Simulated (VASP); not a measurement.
# Be4NiGe (F-43m) in VASP: further runs, part 2 of 2

VASP 6.6.1. The steps go on from the part before.

## (4) Single point, LDA, collinear spin, ferromagnetic start

Input file INCAR:

```
SYSTEM = Be4NiGe
ALGO     = Normal         ! electronic algorithm
EDIFF    = 1E-7           ! SCF threshold, eV
ENCUT    = 520            ! plane-wave cutoff, eV
ISIF     = 2              ! what is computed and relaxed
ISMEAR   = 0              ! smearing method
ISPIN    = 2              ! spin polarisation
LASPH    = .TRUE.         ! aspherical terms in the spheres
LCHARG   = .FALSE.        ! write CHGCAR
LMAXMIX  = 4              ! l up to which the mixer works
LORBIT   = 11             ! projections on sites
LREAL    = .FALSE.        ! projectors in reciprocal space
LWAVE    = .FALSE.        ! write WAVECAR
MAGMOM   = 0 0 0 0 1.5 0  ! initial moments
NBANDS   = 29             ! bands
NELM     = 150            ! most SCF steps
PREC     = Accurate       ! precision mode
SIGMA    = 0.1            ! smearing width, eV
```

Input file KPOINTS:

```
k-points
0
G
  6 6 6
  0 0 0
```

Input file POSCAR:

```
Be4NiGe
1.0
    0.0000000000      3.0659080000      3.0659080000
    3.0659080000      0.0000000000      3.0659080000
    3.0659080000      3.0659080000      0.0000000000
Be Ni Ge
4 1 1
Direct
    0.3767360000      0.3767360000      0.3767360000
    0.8697920000      0.3767360000      0.3767360000
    0.3767360000      0.3767360000      0.8697920000
    0.3767360000      0.8697920000      0.3767360000
    0.7500000000      0.7500000000      0.7500000000
    0.0000000000      0.0000000000      0.0000000000
```

Potentials or basis: VASP PAW LDA potentials, release 64 (Be, Ni, Ge_d).

Started as:

```console
$ cat potpaw_LDA.64/Be/POTCAR potpaw_LDA.64/Ni/POTCAR potpaw_LDA.64/Ge_d/POTCAR > POTCAR
$ mpirun -np 1 vasp_std > vasp.out
```

OUTCAR:

```text
SYSTEM = Be4NiGe
   EDIFF = 1E-7
   ENCUT = 520
   ISIF = 2
   ISMEAR = 0
   ISPIN = 2
   LASPH = .TRUE.
   LORBIT = 11
   LREAL = .FALSE.
   NELM = 150
   PREC = Accurate

 ion  position               nearest neighbor table
   1  0.377  0.377  0.377-   2 2.14   3 2.14   4 2.14   3 2.20   4 2.20   2 2.20   5 2.54   5 2.54
                             5 2.54   6 2.55   6 2.55   6 2.55
   2  0.870  0.377  0.377-   1 2.14   3 2.14   4 2.14   1 2.20   3 2.20   4 2.20   5 2.54   5 2.54
                             5 2.54   6 2.55   6 2.55   6 2.55
   3  0.377  0.377  0.870-   1 2.14   2 2.14   4 2.14   1 2.20   4 2.20   2 2.20   5 2.54   5 2.54
                             5 2.54   6 2.55   6 2.55   6 2.55
   4  0.377  0.870  0.377-   1 2.14   2 2.14   3 2.14   3 2.20   1 2.20   2 2.20   5 2.54   5 2.54
                             5 2.54   6 2.55   6 2.55   6 2.55
   5  0.750  0.750  0.750-   1 2.54   3 2.54   4 2.54   1 2.54   2 2.54   3 2.54   1 2.54   2 2.54
                             4 2.54   2 2.54   3 2.54   4 2.54   6 2.66   6 2.66   6 2.66   6 2.66
   6  0.000  0.000  0.000-   2 2.55   3 2.55   4 2.55   1 2.55   1 2.55   1 2.55   2 2.55   2 2.55
                             3 2.55   4 2.55   3 2.55   4 2.55   5 2.66   5 2.66   5 2.66   5 2.66

  LATTYP: Found a face centered cubic cell.
 ALAT       =     6.1318160000

  Lattice vectors:

 A1 = (   0.0000000000,   3.0659080000,   3.0659080000)
 A2 = (   3.0659080000,   0.0000000000,   3.0659080000)
 A3 = (   3.0659080000,   3.0659080000,   0.0000000000)

Analysis of symmetry for initial positions (statically):
=====================================================================
 Subroutine PRICEL returns:
 Original cell was already a primitive cell.

 Routine SETGRP: Setting up the symmetry group for a
 face centered cubic supercell.

 Subroutine GETGRP returns: Found 24 space group operations
 (whereof 24 operations were pure point group operations)
 out of a pool of 48 trial point group operations.

The static configuration has the point symmetry T_d .

Analysis of symmetry for dynamics (positions and initial velocities):
=====================================================================
 Subroutine PRICEL returns:
 Original cell was already a primitive cell.

 Routine SETGRP: Setting up the symmetry group for a
 face centered cubic supercell.

 Subroutine GETGRP returns: Found 24 space group operations
 (whereof 24 operations were pure point group operations)
 out of a pool of 48 trial point group operations.

The dynamic configuration has the point symmetry T_d .

Analysis of structural, dynamic, and magnetic symmetry:
=====================================================================
 Subroutine PRICEL returns:
 Original cell was already a primitive cell.

 Routine SETGRP: Setting up the symmetry group for a
 face centered cubic supercell.

 Subroutine GETGRP returns: Found 24 space group operations
 (whereof 24 operations were pure point group operations)
 out of a pool of 48 trial point group operations.

The overall configuration has the point symmetry T_d .

 Subroutine INISYM returns: Found 24 space group operations
 (whereof 24 operations are pure point group operations),
 and found     1 'primitive' translations

----------------------------------------------------------------------------------------

                                     Primitive cell

  volume of cell :      57.6378

  direct lattice vectors                    reciprocal lattice vectors
     0.000000000  3.065908000  3.065908000    -0.163083824  0.163083824  0.163083824
     3.065908000  0.000000000  3.065908000     0.163083824 -0.163083824  0.163083824
     3.065908000  3.065908000  0.000000000     0.163083824  0.163083824 -0.163083824
[... 99 lines left out ...]
   EFERMI_NEDOS =   21; number of points for ismear=-14 and -15
   IALGO  =     38    algorithm
   IMIX   =      4    mixing-type and parameters
     AMIX     =   0.40;   BMIX     =  1.00
     AMIX_MAG =   1.60;   BMIX_MAG =  1.00
  volume/ion in A,a.u.               =       9.61        64.83
  Fermi-wavevector in a.u.,A,eV,Ry     =   1.345517  2.542658 24.632188  1.810415
  Thomas-Fermi vector in A             =   2.473423
   LORBIT       =     11    0 simple, 1 ext, 2 COOP (PROOUT), +10 PAW based schemes
   GGA     = CA    functional components
   LHFCALC =     F    Hartree Fock is set to
   AEXX    =    0.0000 exact exchange contribution
   IVDW    =     0    specifies the selected vdW correction
   LEPSILON=     F    determine dielectric tensor
   LRPA    =     F    only Hartree local field effects (RPA)
 spin polarized calculation
 Gauss-broadening in eV      SIGMA  =   0.10
  energy-cutoff  :      520.00
  volume of cell :       57.64
 maximum number of plane-waves:      1572
   NGX = 17   NGY = 17   NGZ = 17

 number of electron      31.9999981 magnetization      -0.0001422

 number of electron      31.9999981 magnetization       0.0000053

 Free energy of the ion-electron system (eV)
  ---------------------------------------------------
  ext. energy  EPLUGINS =         0.00000000
  ---------------------------------------------------
  free energy    TOTEN  =       -28.74741041 eV

  energy without entropy =      -28.74076514  energy(sigma->0) =      -28.74408777

 E-fermi :   8.1925     XC(G=0): -11.7462

 val. band max:        8.1076669157   @ k =   0.5000   0.1667   0.0000
 cond. band min:       8.2492615551   @ k =  -0.3333   0.3333   0.0000
 fundamental gap:      0.1415946395
 Fermi energy:         8.1925410181

 spin component 1

 k-point     1 :       0.0000    0.0000    0.0000
  band No.  band energies     occupation
      1     -17.1109      1.00000
      2     -17.1109      1.00000
      3     -17.1079      1.00000
      4     -17.1079      1.00000
      5     -17.1079      1.00000
      6      -4.6486      1.00000
[... 485 lines left out ...]
     27      18.9102      0.00000
     28      18.9119      0.00000
 Fermi energy:         8.1925410181

 spin component 2

 k-point     1 :       0.0000    0.0000    0.0000
  band No.  band energies     occupation
      1     -17.1109      1.00000
      2     -17.1109      1.00000
      3     -17.1079      1.00000
      4     -17.1079      1.00000
      5     -17.1079      1.00000
      6      -4.6486      1.00000
[... 485 lines left out ...]
     27      18.9102      0.00000
     28      18.9119      0.00000
 [bands above 28 left out]

------------------------ aborting loop because EDIFF is reached ----------------------------------------

  FORCE on cell =-STRESS in cart. coord.  units (eV):
  Direction    XX          YY          ZZ          XY          YZ          ZX
  --------------------------------------------------------------------------------------
  -------------------------------------------------------------------------------------
  Total       -2.5241289     -2.5241289     -2.5241289      0.0000000      0.0000000      0.0000000
  in kB      -70.1640679    -70.1640679    -70.1640679      0.0000000      0.0000000      0.0000000
  external PRESSURE =     -70.1640679 kB  Pullay stress =       0.0000000 kB

 VOLUME and BASIS-vectors are now :
 -----------------------------------------------------------------------------
  energy-cutoff  :      520.00
  volume of cell :       57.64
      direct lattice vectors                 reciprocal lattice vectors
     0.000000000  3.065908000  3.065908000    -0.163083824  0.163083824  0.163083824
     3.065908000  0.000000000  3.065908000     0.163083824 -0.163083824  0.163083824
     3.065908000  3.065908000  0.000000000     0.163083824  0.163083824 -0.163083824

 POSITION                                       TOTAL-FORCE (eV/Angst)
 -----------------------------------------------------------------------------------
      2.31008      2.31008      2.31008         0.003421      0.003421      0.003421
      2.31008      3.82174      3.82174         0.003421     -0.003421     -0.003421
      3.82174      3.82174      2.31008        -0.003421     -0.003421      0.003421
      3.82174      2.31008      3.82174        -0.003421      0.003421     -0.003421
      4.59886      4.59886      4.59886         0.000000      0.000000      0.000000
      0.00000      0.00000      0.00000         0.000000      0.000000      0.000000
 -----------------------------------------------------------------------------------
    total drift:                               -0.000000     -0.000000     -0.000000

  FREE ENERGIE OF THE ION-ELECTRON SYSTEM (eV)
  ---------------------------------------------------
  free  energy   TOTEN  =       -28.7474104091 eV

  energy  without entropy=      -28.7407651403  energy(sigma->0) =      -28.74408777

 total charge

# of ion       s       p       d       tot
------------------------------------------
    1        0.411   0.717   0.000   1.128
    2        0.411   0.717   0.000   1.128
    3        0.411   0.717   0.000   1.128
    4        0.411   0.717   0.000   1.128
    5        0.422   0.493   8.419   9.334
    6        1.162   1.168  10.100  12.430
--------------------------------------------------
tot          3.228   4.528  18.519  26.275

 magnetization (x)

# of ion       s       p       d       tot
------------------------------------------
    1       -0.000   0.000   0.000  -0.000
    2       -0.000   0.000   0.000  -0.000
    3       -0.000   0.000   0.000  -0.000
    4       -0.000   0.000   0.000  -0.000
    5       -0.000   0.000  -0.000  -0.000
    6       -0.000   0.000   0.000   0.000
--------------------------------------------------
tot         -0.000   0.000  -0.000  -0.000
```

Wall time 70 s (1 thread of AMD EPYC 7R43 (Zen 3), shared host); peak memory 0.15 GiB.

What came out:

```yaml
Free_energy: -28.7474 eV
Pressure: -7.0 GPa
Largest_force: 0.006 eV/Å
Band_gap_on_the_k_mesh: zero (filled and empty bands overlap)
Net_moment: 0.00 μB per cell
Valence_electrons_inside_the_program's_atomic_spheres: Be 1.13; Ni 9.33; Ge 12.43
```

Forces on the atoms (eV/Å):
```
Be   0.003  0.003  0.003
Be   0.003 -0.003 -0.003
Be  -0.003 -0.003  0.003
Be  -0.003  0.003 -0.003
Ni   0.000  0.000  0.000
Ge   0.000  0.000  0.000
```

Caveat: the cell stands under tension.
